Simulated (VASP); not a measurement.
# BN (P6_3mc) in VASP: settings compared, part 2 of 2

VASP 6.6.1.

## 3. Single point, r2SCAN

This run uses another cell than the first one, of 5.77 Å³/atom, 1.004 times its volume.

Input file POSCAR:

```
BN
1.0
    2.5263319732      0.0000000029      0.0000000000
   -1.2631659891      2.1878676658      0.0000000000
    0.0000000000      0.0000000000      4.1787574400
B N
2 2
Direct
    0.6666666667      0.3333333333      0.0002749625
    0.3333333333      0.6666666667      0.5002749625
    0.6666666667      0.3333333333      0.3747250375
    0.3333333333      0.6666666667      0.8747250375
```

Input file INCAR.step1:

```
ALGO = Normal
EDIFF = 1E-5
ENCUT = 910
GGA = PE
GGA_COMPAT = F
ISMEAR = -1
LASPH = T
LCHARG = F
LREAL = F
LWAVE = T
NBANDS = 16
NELM = 120
PREC = Accurate
SIGMA = 0.02
```

Input file INCAR.step2:

```
ALGO = Normal
EDIFF = 1E-6
ENCUT = 910
GGA_COMPAT = F
ISIF = 2
ISMEAR = -1
ISTART = 1
LASPH = T
LCHARG = F
LMIXTAU = T
LREAL = F
LWAVE = F
METAGGA = R2SCAN
NBANDS = 16
NELM = 120
PREC = Accurate
SIGMA = 0.02
```

Input file KPOINTS:

```
k-points
0
Gamma
  12 12 8
```

Potentials or basis: VASP PAW PBE potentials, release 64 (B_h, N_h).

Launch:

```console
> cat potpaw_PBE.64/B_h/POTCAR potpaw_PBE.64/N_h/POTCAR > POTCAR
> cp INCAR.step1 INCAR
> mpirun -np 1 vasp_std > vasp.out
> cp INCAR.step2 INCAR
> mpirun -np 1 vasp_std > vasp.out
```

OUTCAR:

```text
EDIFF = 1E-6
   ENCUT = 910
   ISIF = 2
   ISMEAR = -1
   ISTART = 1
   LASPH = T
   LREAL = F
   METAGGA = R2SCAN
   NELM = 120
   PREC = Accurate

 ion  position               nearest neighbor table
   1  0.667  0.333  0.000-
   2  0.333  0.667  0.500-
   3  0.667  0.333  0.375-
   4  0.333  0.667  0.875-

  LATTYP: Found a hexagonal cell.
 ALAT       =     2.5263319732
 C/A-ratio  =     1.6540808905

  Lattice vectors:

 A1 = (   2.5263319732,   0.0000000029,   0.0000000000)
 A2 = (  -1.2631659891,   2.1878676658,   0.0000000000)
 A3 = (   0.0000000000,   0.0000000000,   4.1787574400)

Analysis of symmetry for initial positions (statically):
=====================================================================
 Subroutine PRICEL returns:
 Original cell was already a primitive cell.

 Routine SETGRP: Setting up the symmetry group for a
 hexagonal supercell.
[... 164 lines left out ...]

 Free energy of the ion-electron system (eV)
  ---------------------------------------------------
  ext. energy  EPLUGINS =         0.00000000
  ---------------------------------------------------
  free energy    TOTEN  =       -38.30947834 eV

  energy without entropy =      -38.30947834  energy(sigma->0) =      -38.30947834

 E-fermi :   9.8333     XC(G=0): -13.8683

 val. band max:        9.4130876096   @ k =   0.0000   0.0000   0.0000
 cond. band min:      15.1102075701   @ k =   0.3333   0.3333   0.0000
 fundamental gap:      5.6971199604
 Fermi energy:         9.8333408095

 k-point     1 :       0.0000    0.0000    0.0000
  band No.  band energies     occupation
      1     -12.3243      2.00000
      2      -7.9858      2.00000
      3      -2.1175      2.00000
      4       7.1592      2.00000
      5       7.1592      2.00000
      6       9.1248      2.00000
[... 433 lines left out ...]
      3       0.0922      2.00000
      4       1.2965      2.00000
      5       3.2505      2.00000
      6       4.7855      2.00000
[... 8 lines left out ...]
     15      27.1218      0.00000
     16      27.1345      0.00000

 [... further k-points ...]
[... 5 lines left out ...]
  --------------------------------------------------------------------------------------
  -------------------------------------------------------------------------------------
  Total        1.1264307      1.1264307      1.1437066      0.0000000      0.0000000     -0.0000000
  in kB       78.1369429     78.1369429     79.3353190      0.0000000      0.0000000     -0.0000000
  external PRESSURE =      78.5364016 kB  Pullay stress =       0.0000000 kB

 VOLUME and BASIS-vectors are now :
 -----------------------------------------------------------------------------
  energy-cutoff  :      910.00
  volume of cell :       23.10
      direct lattice vectors                 reciprocal lattice vectors
     2.526331973  0.000000003  0.000000000     0.395830797  0.228533018  0.000000000
    -1.263165989  2.187867666  0.000000000    -0.000000001  0.457066035  0.000000000
     0.000000000  0.000000000  4.178757440     0.000000000  0.000000000  0.239305586

 POSITION                                       TOTAL-FORCE (eV/Angst)
 -----------------------------------------------------------------------------------
      1.26317      0.72929      0.00115        -0.000000      0.000000     -0.001276
     -0.00000      1.45858      2.09053         0.000000      0.000000     -0.001276
      1.26317      0.72929      1.56589        -0.000000     -0.000000      0.001276
     -0.00000      1.45858      3.65526         0.000000      0.000000      0.001276
 -----------------------------------------------------------------------------------
    total drift:                                0.000000      0.000000     -0.014957

  FREE ENERGIE OF THE ION-ELECTRON SYSTEM (eV)
  ---------------------------------------------------
  free  energy   TOTEN  =       -38.3094783422 eV

  energy  without entropy=      -38.3094783422  energy(sigma->0) =      -38.30947834
```

OUTCAR.step1:

```text
EDIFF = 1E-5
   ENCUT = 910
   GGA = PE
   ISMEAR = -1
   LASPH = T
[... 686 lines left out ...]
      1.26317      0.72929      0.00115         0.000000     -0.000000      0.007761
     -0.00000      1.45858      2.09053        -0.000000     -0.000000      0.007761
      1.26317      0.72929      1.56589        -0.000000      0.000000     -0.007761
     -0.00000      1.45858      3.65526         0.000000     -0.000000     -0.007761
 -----------------------------------------------------------------------------------
    total drift:                               -0.000000     -0.000000     -0.000736

  FREE ENERGIE OF THE ION-ELECTRON SYSTEM (eV)
  ---------------------------------------------------
  free  energy   TOTEN  =       -34.8378536071 eV

  energy  without entropy=      -34.8378536071  energy(sigma->0) =      -34.83785361
```

It took 3.6 min on 1 thread of Intel Xeon Platinum 8259CL at 2.50GHz (Skylake/Cascade Lake), shared host; peak memory 0.22 GiB.

What came out:

- Free energy: -38.3095 eV
- Pressure: 7.9 GPa
- Band gap on the k mesh: 5.70 eV, indirect (least direct gap 9.10 eV)

Levels at points of the mesh, in eV from the valence-band top:
| k point | band 5 | band 6 | band 7 | band 8 | band 9 | band 10 | band 11 | band 12 |
| --- | --- | --- | --- | --- | --- | --- | --- | --- |
| (0.00, 0.00, 0.00) | -2.25 | -0.29 | 0.00 | 0.00 | 9.18 | 9.18 | 9.46 | 10.48 |
| (0.50, 0.00, 0.00) | -7.33 | -5.29 | -4.64 | -2.24 | 7.39 | 8.68 | 11.50 | 12.44 |
| (0.00, 0.00, 0.50) | -1.25 | -1.25 | -1.25 | -1.25 | 10.46 | 10.46 | 10.82 | 10.82 |
| (0.50, 0.00, 0.50) | -4.00 | -4.00 | -3.80 | -3.80 | 7.29 | 7.29 | 10.87 | 10.87 |

Caveat: the cutoff is under 1.25 times the usual one of these potentials, so pressure, stress and relaxed cells hold a basis-set (Pulay) error; the PAW data sets were made with another functional, which shifts forces and pressure a little. A k mesh can miss the band edges.

## 4. Single point, r2SCAN

This run uses another cell than the first one, of 5.89 Å³/atom, 1.024 times its volume.

Input file POSCAR:

```
BN
1.0
    2.5434023027      0.0000000000      0.0000000000
   -1.2717011513      2.2026510061      0.0000000000
    0.0000000000      0.0000000000      4.2069931418
B N
2 2
Direct
    0.6666666667      0.3333333333      0.0001583206
    0.3333333333      0.6666666667      0.5001583206
    0.6666666667      0.3333333333      0.3748416794
    0.3333333333      0.6666666667      0.8748416794
```

Input file INCAR.step1:

```
PREC = Accurate
ENCUT = 910
ISMEAR = -1
SIGMA = 0.02
LREAL = F
LASPH = T
NELM = 120
NBANDS = 16
GGA = PE
ALGO = Normal
EDIFF = 1E-5
LWAVE = T
LCHARG = F
GGA_COMPAT = F
```

Input file INCAR.step2:

```
PREC = Accurate
ENCUT = 910
EDIFF = 1E-6
ISMEAR = -1
SIGMA = 0.02
LREAL = F
LASPH = T
NELM = 120
ALGO = Normal
ISIF = 2
LWAVE = F
LCHARG = T
METAGGA = R2SCAN
LMIXTAU = T
LELF = T
LVHAR = T
NBANDS = 16
ISTART = 1
GGA_COMPAT = F
```

Input file KPOINTS:

```
regular mesh
0
Gamma
  12 12 6
```

Launch:

```console
> cat potpaw_PBE.64/B_h/POTCAR potpaw_PBE.64/N_h/POTCAR > POTCAR
> cp INCAR.step1 INCAR
> mpirun -np 1 vasp_std > vasp.out
> cp INCAR.step2 INCAR
> mpirun -np 1 vasp_std > vasp.out
```

Run time: 3.8 min. Hardware: 1 thread of Intel Xeon Platinum 8259CL at 2.50GHz (Skylake/Cascade Lake), shared host; peak memory 0.21 GiB.

Results (log left out):

| Quantity | Value |
| --- | --- |
| Free energy | -38.3217 eV |
| Pressure | -0.3 GPa |
| Largest force | 0.007 eV/Å |
| Band gap on the k mesh | 5.74 eV, indirect (least direct gap 9.01 eV) |

Forces on the atoms (eV/Å):
```
B    0.000  0.000  0.007
B    0.000  0.000  0.007
N    0.000  0.000 -0.007
N    0.000  0.000 -0.007
```

Levels at points of the mesh, in eV from the valence-band top:
```csv
k point,band 6,band 7,band 8,band 9,band 10,band 11
"(0.00, 0.00, 0.00)",-0.27,0.00,0.00,9.10,9.10,9.33
"(0.50, 0.00, 0.00)",-5.19,-4.52,-2.20,7.31,8.62,11.41
"(0.00, 0.00, 0.50)",-1.22,-1.22,-1.22,10.26,10.26,10.71
"(0.50, 0.00, 0.50)",-3.92,-3.72,-3.72,7.22,7.22,10.73
```

Caveat: the cutoff is under 1.25 times the usual one of these potentials, so pressure, stress and relaxed cells hold a basis-set (Pulay) error; the PAW data sets were made with another functional, which shifts forces and pressure a little. A k mesh can miss the band edges.

## 5. Summary

```csv
level,potentials or basis,cell,k mesh,gap on the mesh (eV),pressure (GPa)
LDA,"VASP PAW LDA potentials, release 64 (B_h, N_h)","a = 2.523, b = 2.523, c = 4.174 Å, angles 90.0, 90.0, 120.0°, 4 atoms",12 × 12 × 6,4.91,0.7
r2SCAN,"VASP PAW PBE potentials, release 64 (B_h, N_h)","a = 2.526, b = 2.526, c = 4.179 Å, angles 90.0, 90.0, 120.0°, 4 atoms",12 × 12 × 8,5.70,7.9
r2SCAN,"VASP PAW PBE potentials, release 64 (B_h, N_h)","a = 2.543, b = 2.543, c = 4.207 Å, angles 90.0, 90.0, 120.0°, 4 atoms",12 × 12 × 6,5.74,-0.3
```

Alike in all rows: task single point; no spin polarisation; cutoff (eV) 910; smearing fermi-dirac 0.02 eV.

Caveats: the cutoff is under 1.25 times the usual one of these potentials, so pressure, stress and relaxed cells hold a basis-set (Pulay) error; the PAW data sets were made with another functional, which shifts forces and pressure a little (some runs).

Total energies depend on the potentials used, so only differences within one code and one set of settings carry meaning.
